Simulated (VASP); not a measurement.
# GaBTe3 (P4mm) in VASP: notebook

Runs on GaBTe3. Level: PBE. Tasks: single point, relaxation of cell and atoms.

Program: VASP 6.6.1. These are calculated values, not measurements. Logs are shortened: lines on timing, memory, paths and dates and some standing lists are left out, and cuts for length are marked.

## (1) The cell of the first run

Symmetry: P4mm, No. 99, tetragonal system. The conventional cell has a = 4.640 Å, b = 4.640 Å, c = 6.854 Å, α = 90.00°, β = 90.00°, γ = 90.00°. Ga (site symmetry 4mm) has 1 B at 1.79 Å and 4 Te at 2.39 Å within 2.4 Å. B (site symmetry 4mm) has 1 Ga at 1.79 Å and 1 Te at 2.44 Å within 2.5 Å. Te (site symmetry 2mm) has 2 Ga at 2.39 Å and 2 B at 2.62 Å and 4 Te at 3.28 Å within 3.3 Å. Within 3.2 Å of Te (site symmetry 4mm) lie 1 B at 2.44 Å and 1 Ga at 2.63 Å.

The cell was generated, and may not be a known phase.

## (2) Single point, PBE

Contents of INCAR:

```
  PREC = Accurate
  ENCUT = 520
  EDIFF = 1E-6
  ISMEAR = 0
  SIGMA = 0.1
  LREAL = False
  LASPH = True
  NELM = 100
  ALGO = Normal
  ISIF = 2
  LWAVE = False
  LCHARG = False
  GGA = PE
  NBANDS = 25
```

Contents of KPOINTS:

```
Automatic mesh
0
Gamma
  4 4 4
```

Contents of POSCAR:

```
GaBTe3
1.0
    4.6398963600      0.0000000000      0.0000000000
    0.0000000000      4.6398963600      0.0000000000
    0.0000000000      0.0000000000      6.8544841900
Ga B Te
1 1 3
Direct
    0.0000000000      0.0000000000      0.9750980400
    0.0000000000      0.0000000000      0.2356165000
    0.0000000000      0.5000000000      0.0577677000
    0.5000000000      0.0000000000      0.0577677000
    0.0000000000      0.0000000000      0.5908612600
```

Potentials or basis: VASP PAW PBE potentials, release 64 (Ga_d, B, Te).

On the command line:

```
$ cat potpaw_PBE.64/Ga_d/POTCAR potpaw_PBE.64/B/POTCAR potpaw_PBE.64/Te/POTCAR > POTCAR
$ mpirun -np 1 vasp_std > vasp.out
```

OUTCAR:

```text
PREC = Accurate
   ENCUT = 520
   EDIFF = 1E-6
   ISMEAR = 0
   LREAL = False
   LASPH = True
   NELM = 100
   ISIF = 2
   GGA = PE

 ion  position               nearest neighbor table
   1  0.000  0.000  0.975-   2 1.79   3 2.39   4 2.39   3 2.39   4 2.39   5 2.63
   2  0.000  0.000  0.236-   1 1.79   5 2.44   4 2.62   3 2.62   3 2.62   4 2.62
   3  0.000  0.500  0.058-   1 2.39   1 2.39   2 2.62   2 2.62   4 3.28   4 3.28   4 3.28   4 3.28

   4  0.500  0.000  0.058-   1 2.39   1 2.39   2 2.62   2 2.62   3 3.28   3 3.28   3 3.28   3 3.28

   5  0.000  0.000  0.591-   2 2.44   1 2.63

  LATTYP: Found a simple tetragonal cell.
 ALAT       =     4.6398963600
 C/A-ratio  =     1.4772925208

  Lattice vectors:

 A1 = (   4.6398963600,   0.0000000000,   0.0000000000)
 A2 = (   0.0000000000,   4.6398963600,   0.0000000000)
 A3 = (   0.0000000000,   0.0000000000,   6.8544841900)

Analysis of symmetry for initial positions (statically):
=====================================================================
 Subroutine PRICEL returns:
 Original cell was already a primitive cell.

 Routine SETGRP: Setting up the symmetry group for a
 simple tetragonal supercell.

 Subroutine GETGRP returns: Found  8 space group operations
 (whereof  8 operations were pure point group operations)
 out of a pool of 16 trial point group operations.

The static configuration has the point symmetry C_4v.

Analysis of symmetry for dynamics (positions and initial velocities):
=====================================================================
 Subroutine PRICEL returns:
 Original cell was already a primitive cell.

 Routine SETGRP: Setting up the symmetry group for a
 simple tetragonal supercell.

 Subroutine GETGRP returns: Found  8 space group operations
 (whereof  8 operations were pure point group operations)
 out of a pool of 16 trial point group operations.

The dynamic configuration has the point symmetry C_4v.

 Subroutine INISYM returns: Found  8 space group operations
 (whereof  8 operations are pure point group operations),
 and found     1 'primitive' translations

----------------------------------------------------------------------------------------

                                     Primitive cell

  volume of cell :     147.5677

  direct lattice vectors                    reciprocal lattice vectors
     4.639896360  0.000000000  0.000000000     0.215522055  0.000000000  0.000000000
     0.000000000  4.639896360  0.000000000     0.000000000  0.215522055  0.000000000
     0.000000000  0.000000000  6.854484190     0.000000000  0.000000000  0.145889898

  length of vectors
     4.639896360  4.639896360  6.854484190     0.215522055  0.215522055  0.145889898

  position of ions in fractional coordinates (direct lattice)
     0.000000000  0.000000000  0.975098040
     0.000000000  0.000000000  0.235616500
     0.000000000  0.500000000  0.057767700
     0.500000000  0.000000000  0.057767700
     0.000000000  0.000000000  0.590861260

  ion indices of the primitive-cell ions
   primitive index   ion index
                 1           1
                 2           2
                 3           3
                 4           4
                 5           5

----------------------------------------------------------------------------------------

 KPOINTS: Automatic mesh

Automatic generation of k-mesh.
 Grid dimensions read from file:
 generate k-points for:    4    4    4

 Generating k-lattice:

  Cartesian coordinates                     Fractional coordinates (reciprocal lattice)
     0.053880514  0.000000000  0.000000000     0.250000000  0.000000000  0.000000000
     0.000000000  0.053880514  0.000000000     0.000000000  0.250000000  0.000000000
     0.000000000  0.000000000  0.036472475     0.000000000  0.000000000  0.250000000

  Length of vectors
     0.053880514  0.053880514  0.036472475

  Shift w.r.t. Gamma in fractional coordinates (k-lattice)
     0.000000000  0.000000000  0.000000000

 Subroutine IBZKPT returns following result:
 ===========================================

 Found     18 irreducible k-points:

 Following reciprocal coordinates:
            Coordinates               Weight
  0.000000  0.000000  0.000000      1.000000
  0.250000  0.000000  0.000000      4.000000
  0.500000  0.000000  0.000000      2.000000
  0.250000  0.250000  0.000000      4.000000
  0.500000  0.250000  0.000000      4.000000
  0.500000  0.500000  0.000000      1.000000
[... 10 lines left out ...]
  0.500000  0.250000  0.500000      4.000000
  0.500000  0.500000  0.500000      1.000000
   k-points           NKPTS =     18   k-points in BZ     NKDIM =     18   number of bands    NBANDS=     25
   number of dos      NEDOS =    301   number of ions     NIONS =      5
   total plane-waves  NPLWV =  69984
   dimension x,y,z NGX =    36 NGY =   36 NGZ =   54
   dimension x,y,z NGXF=    72 NGYF=   72 NGZF=  108
   ions per type =               1   1   3
   NGX,Y,Z   is equivalent  to a cutoff of  12.90, 12.90, 13.10 a.u.
   NGXF,Y,Z  is equivalent  to a cutoff of  25.80, 25.80, 26.19 a.u.
 SYSTEM =  unknown system
   PREC   = accura    normal or accurate (medium, high low for compatibility)
   ISTART =      0    job   : 0-new  1-cont  2-samecut
   ICHARG =      2    charge: 1-file 2-atom 10-const
   ISPIN  =      1    spin polarized calculation?
   LNONCOLLINEAR =      F non collinear calculations
   LSORBIT =      F    spin-orbit coupling
   LASPH  =      T    aspherical Exc in radial PAW
   ENCUT  =  520.0 eV  38.22 Ry    6.18 a.u.   8.63  8.63 12.74*2*pi/ulx,y,z
   NELM   =    100;   NELMIN=  2; NELMDL= -5     # of ELM steps
   EDIFF  = 0.1E-05   stopping-criterion for ELM
   LREAL  =      F    real-space projection
   EDIFFG = 0.1E-04   stopping-criterion for IOM
   NSW    =      0    number of steps for IOM
   IBRION =     -1    ionic relax: 0-MD 1-quasi-New 2-CG
   NFREE  =      0    steps in history (QN), initial steepest desc. (CG)
   ISIF   =      2    stress and relaxation
   ISYM   =      2    0-nonsym 1-usesym 2-fastsym
   POTIM  = 0.5000    time-step for ionic-motion
   TEBEG  =    0.0;   TEEND  =   0.0 temperature during run
   PSTRESS=    0.0 pullay stress
   NELECT =      34.0000    total number of electrons
   NUPDOWN=      -1.0000    fix difference up-down
   EMIN   =  10.00;   EMAX   =-10.00  energy-range for DOS
   EFERMI =   0.00;   METHOD = LEGACY
   ISMEAR =     0;   SIGMA  =   0.10  broadening in eV -4-tet -1-fermi 0-gaus
   EFERMI_NEDOS =   21; number of points for ismear=-14 and -15
   IALGO  =     38    algorithm
   IMIX   =      4    mixing-type and parameters
     AMIX     =   0.40;   BMIX     =  1.00
     AMIX_MAG =   1.60;   BMIX_MAG =  1.00
  volume/ion in A,a.u.               =      29.51       199.17
  Fermi-wavevector in a.u.,A,eV,Ry     =   1.003623  1.896573 13.704598  1.007260
  Thomas-Fermi vector in A             =   2.136187
   LORBIT       =      0    0 simple, 1 ext, 2 COOP (PROOUT), +10 PAW based schemes
   GGA     = PE    functional components
   LHFCALC =     F    Hartree Fock is set to
   AEXX    =    0.0000 exact exchange contribution
   IVDW    =     0    specifies the selected vdW correction
   LEPSILON=     F    determine dielectric tensor
   LRPA    =     F    only Hartree local field effects (RPA)
 non-spin polarized calculation
 Gauss-broadening in eV      SIGMA  =   0.10
  energy-cutoff  :      520.00
  volume of cell :      147.57
 maximum number of plane-waves:      4005
 NGX is ok and might be reduce to    36
   NGX = 17   NGY = 17   NGZ = 25

 number of electron      33.9999997 magnetization

 Free energy of the ion-electron system (eV)
  ---------------------------------------------------
  ext. energy  EPLUGINS =         0.00000000
  ---------------------------------------------------
  free energy    TOTEN  =       -11.79244570 eV

  energy without entropy =      -11.77486342  energy(sigma->0) =      -11.78365456

 E-fermi :   4.0116     XC(G=0):  -8.4213

 val. band max:        3.9538201404   @ k =   0.2500   0.0000   0.0000
 cond. band min:       4.0139887854   @ k =   0.5000   0.0000   0.0000
 fundamental gap:      0.0601686450
 Fermi energy:         4.0115892781

 k-point     1 :       0.0000    0.0000    0.0000
  band No.  band energies     occupation
      1     -12.2942      2.00000
      2     -12.2878      2.00000
      3     -12.0081      2.00000
      4     -12.0081      2.00000
      5     -11.9529      2.00000
      6     -10.9582      2.00000
[... 17 lines left out ...]
     24       8.9673      0.00000
     25       9.9974      0.00000

 k-point     2 :       0.2500    0.0000    0.0000
  band No.  band energies     occupation
      1     -12.2917      2.00000
      2     -12.2573      2.00000
      3     -12.0256      2.00000
      4     -12.0071      2.00000
      5     -11.9596      2.00000
      6     -10.5793      2.00000
[... 17 lines left out ...]
     24      10.8640      0.00000
     25      10.9906      0.00000

 k-point     3 :       0.5000    0.0000    0.0000
  band No.  band energies     occupation
      1     -12.2909      2.00000
      2     -12.2286      2.00000
      3     -12.0398      2.00000
      4     -12.0058      2.00000
      5     -11.9667      2.00000
      6      -9.8803      2.00000
[... 17 lines left out ...]
     24       9.9192      0.00000
     25      10.7766      0.00000

 k-point     4 :       0.2500    0.2500    0.0000
  band No.  band energies     occupation
      1     -12.2736      2.00000
      2     -12.2362      2.00000
      3     -12.0272      2.00000
      4     -12.0180      2.00000
      5     -11.9668      2.00000
      6     -10.2011      2.00000
[... 17 lines left out ...]
     24      10.1385      0.00000
     25      10.4202      0.00000

 k-point     5 :       0.5000    0.2500    0.0000
  band No.  band energies     occupation
      1     -12.2682      2.00000
      2     -12.2047      2.00000
      3     -12.0375      2.00000
      4     -12.0192      2.00000
      5     -11.9744      2.00000
      6      -9.4588      2.00000
[... 17 lines left out ...]
     24       9.8070      0.00000
     25      10.4755      0.00000

 k-point     6 :       0.5000    0.5000    0.0000
  band No.  band energies     occupation
      1     -12.2577      2.00000
      2     -12.1681      2.00000
      3     -12.0346      2.00000
      4     -12.0346      2.00000
      5     -11.9826      2.00000
      6      -8.1664      2.00000
[... 17 lines left out ...]
     24       9.2353      0.00000
     25      10.2364      0.00000
[... 225 lines left out ...]
 k-point    15 :       0.5000    0.0000    0.5000
  band No.  band energies     occupation
      1     -12.2906      2.00000
      2     -12.2276      2.00000
      3     -12.0401      2.00000
      4     -12.0060      2.00000
      5     -11.9667      2.00000
      6      -9.8445      2.00000
[... 17 lines left out ...]
     24      10.7225      0.00000
     25      10.7654      0.00000

 k-point    16 :       0.2500    0.2500    0.5000
  band No.  band energies     occupation
      1     -12.2725      2.00000
      2     -12.2362      2.00000
      3     -12.0274      2.00000
      4     -12.0182      2.00000
      5     -11.9668      2.00000
      6     -10.1731      2.00000
[... 17 lines left out ...]
     24      10.2298      0.00000
     25      10.2538      0.00000

 k-point    17 :       0.5000    0.2500    0.5000
  band No.  band energies     occupation
      1     -12.2672      2.00000
      2     -12.2045      2.00000
      3     -12.0378      2.00000
      4     -12.0194      2.00000
      5     -11.9744      2.00000
      6      -9.4195      2.00000
[... 17 lines left out ...]
     24      10.2183      0.00000
     25      10.8218      0.00000

 k-point    18 :       0.5000    0.5000    0.5000
  band No.  band energies     occupation
      1     -12.2564      2.00000
      2     -12.1681      2.00000
      3     -12.0349      2.00000
      4     -12.0349      2.00000
      5     -11.9826      2.00000
      6      -8.1620      2.00000
[... 17 lines left out ...]
     24       9.3227      0.00000
     25      11.2087      0.00000

------------------------ aborting loop because EDIFF is reached ----------------------------------------

  FORCE on cell =-STRESS in cart. coord.  units (eV):
  Direction    XX          YY          ZZ          XY          YZ          ZX
  --------------------------------------------------------------------------------------
  -------------------------------------------------------------------------------------
  Total       17.9647647     17.9647647      9.6654900      0.0000000     -0.0000000      0.0000000
  in kB      195.0476748    195.0476748    104.9404971      0.0000000     -0.0000000      0.0000000
  external PRESSURE =     165.0119489 kB  Pullay stress =       0.0000000 kB

 VOLUME and BASIS-vectors are now :
 -----------------------------------------------------------------------------
  energy-cutoff  :      520.00
  volume of cell :      147.57
      direct lattice vectors                 reciprocal lattice vectors
     4.639896360  0.000000000  0.000000000     0.215522055  0.000000000  0.000000000
     0.000000000  4.639896360  0.000000000     0.000000000  0.215522055  0.000000000
     0.000000000  0.000000000  6.854484190     0.000000000  0.000000000  0.145889898

 POSITION                                       TOTAL-FORCE (eV/Angst)
 -----------------------------------------------------------------------------------
      0.00000      0.00000      6.68379         0.000000     -0.000000     -8.586706
      0.00000      0.00000      1.61503        -0.000000      0.000000      7.459459
      0.00000      2.31995      0.39597        -0.000000     -0.000000      2.040317
      2.31995      0.00000      0.39597        -0.000000     -0.000000      2.040317
      0.00000      0.00000      4.05005        -0.000000     -0.000000     -2.953387
 -----------------------------------------------------------------------------------
    total drift:                                0.000000     -0.000000     -0.000095

  FREE ENERGIE OF THE ION-ELECTRON SYSTEM (eV)
  ---------------------------------------------------
  free  energy   TOTEN  =       -11.7924456967 eV

  energy  without entropy=      -11.7748634191  energy(sigma->0) =      -11.78365456
```

It took 32 s on 1 thread of Intel Xeon 6975P-C (Granite Rapids), shared host; peak memory 0.28 GiB.

What came out:

- Free energy: -11.7924 eV
- Pressure: 16.5 GPa
- Largest force: 8.587 eV/Å
- Band gap on the k mesh: zero (bands 17 and 18 overlap by 1.23 eV)

Forces in eV/Å, atoms in the order of the input:
```
Ga   0.000  0.000 -8.587
B    0.000  0.000  7.459
Te   0.000  0.000  2.040
Te   0.000  0.000  2.040
Te   0.000  0.000 -2.953
```

Levels at points of the mesh, in eV from the Fermi level:
```csv
k point,band 15,band 16,band 17,band 18,band 19,band 20
"(0.00, 0.00, 0.00)",-0.35,-0.35,0.03,0.03,1.17,1.17
"(0.50, 0.00, 0.00)",-1.48,-1.07,0.00,1.11,1.26,1.65
"(0.50, 0.50, 0.00)",-1.30,0.51,0.83,1.90,2.40,2.40
"(0.00, 0.00, 0.50)",-0.83,-0.79,-0.11,-0.11,1.25,2.36
"(0.50, 0.00, 0.50)",-1.87,-0.65,-0.48,0.52,1.80,2.36
"(0.50, 0.50, 0.50)",-0.32,-0.32,0.84,1.96,1.96,2.56
```

Caveat: the stress differs along the axes, from 10 to 20 GPa; spin-orbit coupling is left out, which moves the levels of the heavy elements; forces of over 1 eV/Å act on the atoms, so gaps and moduli don't describe the material at rest.

## (3) Single point, PBE

This run uses another cell than the first one, of 36.54 Å³/atom.

Contents of INCAR:

```
PREC = Accurate
ENCUT = 520
EDIFF = 1E-6
ISMEAR = 0
SIGMA = 0.1
LREAL = False
LASPH = True
NELM = 100
ALGO = Normal
ISIF = 2
LWAVE = False
LCHARG = False
GGA = PE
NBANDS = 25
```

KPOINTS is that of step 2.

Contents of POSCAR:

```
GaBTe3
1.0
    4.6044267201      0.0000000000      0.0000000000
    0.0000000000      4.6044267201      0.0000000000
    0.0000000000      0.0000000000      8.6183673649
Ga B Te
1 1 3
Direct
    0.0000000000      0.0000000000      0.8693701786
    0.0000000000      0.0000000000      0.2632690332
    0.0000000000      0.5000000000      0.1361569462
    0.5000000000      0.0000000000      0.1361569462
    0.0000000000      0.0000000000      0.5121580958
```

Potentials or basis: VASP PAW PBE potentials, release 64 (Ga_d, B, Te).

On the command line:

```
$ cat potpaw_PBE.64/Ga_d/POTCAR potpaw_PBE.64/B/POTCAR potpaw_PBE.64/Te/POTCAR > POTCAR
$ mpirun -np 1 vasp_std > vasp.out
```

It took 42 s on 1 thread of Intel Xeon 6975P-C (Granite Rapids), shared host; peak memory 0.32 GiB.

The run converged. Its results:

```
Free energy            : -16.0407 eV
Pressure               : -0.1 GPa
Largest force          : 0.025 eV/Å
Band gap on the k mesh : zero (bands 17 and 18 overlap by 1.92 eV)
```

Forces in eV/Å, atoms in the order of the input:
```
Ga   0.000  0.000 -0.005
B    0.000  0.000 -0.001
Te   0.000  0.000 -0.009
Te   0.000  0.000 -0.009
Te   0.000  0.000  0.025
```

Levels at points of the mesh, in eV from the Fermi level:
| k point | band 13 | band 14 | band 15 | band 16 | band 17 | band 18 | band 19 | band 20 | band 21 | band 22 |
| --- | --- | --- | --- | --- | --- | --- | --- | --- | --- | --- |
| (0.00, 0.00, 0.00) | -2.37 | -0.58 | -0.42 | -0.42 | -0.28 | 0.88 | 0.88 | 2.03 | 2.03 | 2.83 |
| (0.50, 0.00, 0.00) | -2.19 | -1.64 | -1.38 | -1.20 | -1.17 | 0.03 | 2.12 | 2.22 | 2.40 | 3.62 |
| (0.50, 0.50, 0.00) | -2.98 | -2.09 | -0.99 | -0.99 | 0.70 | 2.38 | 2.70 | 2.70 | 3.16 | 3.84 |
| (0.00, 0.00, 0.50) | -1.61 | -0.54 | -0.54 | -0.41 | -0.28 | 0.89 | 0.89 | 2.54 | 2.54 | 3.53 |
| (0.50, 0.00, 0.50) | -3.31 | -1.64 | -1.34 | -0.78 | -0.20 | -0.13 | 1.42 | 2.72 | 3.28 | 3.58 |
| (0.50, 0.50, 0.50) | -3.08 | -3.08 | -0.57 | -0.57 | 1.78 | 1.78 | 2.38 | 2.86 | 3.16 | 3.55 |

Caveat: spin-orbit coupling is left out, which moves the levels of the heavy elements.

## (4) Single point, PBE

This run uses another cell than the first one, of 35.83 Å³/atom.

Contents of INCAR:

```
SYSTEM = GaBTe3
  ALGO = Normal
  EDIFF = 1E-7
  ENCUT = 520
  GGA = PE
  ISIF = 2
  ISMEAR = 0
  LASPH = .TRUE.
  LCHARG = .FALSE.
  LREAL = .FALSE.
  LWAVE = .FALSE.
  NBANDS = 25
  NELM = 80
  PREC = Accurate
  SIGMA = 0.1
```

Contents of KPOINTS:

```
k-points
0
G
  8 8 6
  0 0 0
```

Contents of POSCAR:

```
GaBTe3
1.0
    4.5803082477      0.0000000000      0.0000000000
    0.0000000000      4.5803082477      0.0000000000
    0.0000000000      0.0000000000      8.5391565799
Ga B Te
1 1 3
Direct
    0.0000000000      0.0000000000      0.8608857057
    0.0000000000      0.0000000000      0.2693267274
    0.0000000000      0.5000000000      0.1343378259
    0.5000000000      0.0000000000      0.1343378259
    0.0000000000      0.0000000000      0.5182231152
```

On the command line:

```
$ cat potpaw_PBE.64/Ga_d/POTCAR potpaw_PBE.64/B/POTCAR potpaw_PBE.64/Te/POTCAR > POTCAR
$ mpirun -np 1 vasp_std > vasp.out
```

Wall time 2.4 min (1 thread of Intel Xeon 6975P-C (Granite Rapids), shared host); peak memory 0.45 GiB.

The run converged. Its results:

| Quantity | Value |
| --- | --- |
| Free energy | -16.0226 eV |
| Pressure | 0.0 GPa |
| Largest force | 0.041 eV/Å |
| Band gap on the k mesh | zero (bands 17 and 18 overlap by 2.04 eV) |

Forces in eV/Å, atoms in the order of the input:
```
Ga   0.000  0.000  0.001
B    0.000  0.000 -0.041
Te   0.000  0.000  0.000
Te   0.000  0.000  0.000
Te   0.000  0.000  0.040
```

Stress tensor (GPa, compression positive):
```
-0.01  0.00  0.00
 0.00 -0.01  0.00
 0.00  0.00  0.07
```

Levels at points of the mesh, in eV from the Fermi level:
```
           k point  band 15  band 16  band 17  band 18  band 19  band 20
(0.00, 0.00, 0.00)    -0.52    -0.52    -0.44     0.78     0.78     1.89
(0.50, 0.00, 0.00)    -1.56    -1.37    -1.29    -0.02     1.95     2.08
(0.50, 0.50, 0.00)    -1.13    -1.13     0.45     2.31     2.63     2.63
(0.00, 0.00, 0.50)    -0.66    -0.47    -0.44     0.79     0.79     2.52
(0.50, 0.00, 0.50)    -1.53    -0.86    -0.29    -0.23     1.20     2.70
(0.50, 0.50, 0.50)    -0.64    -0.64     1.57     1.57     2.31     2.76
```

Caveat: spin-orbit coupling is left out, which moves the levels of the heavy elements.

(Part 1 of 2 ends here.)

The gap in the log of VASP goes by the Fermi energy; the results here count the filled bands.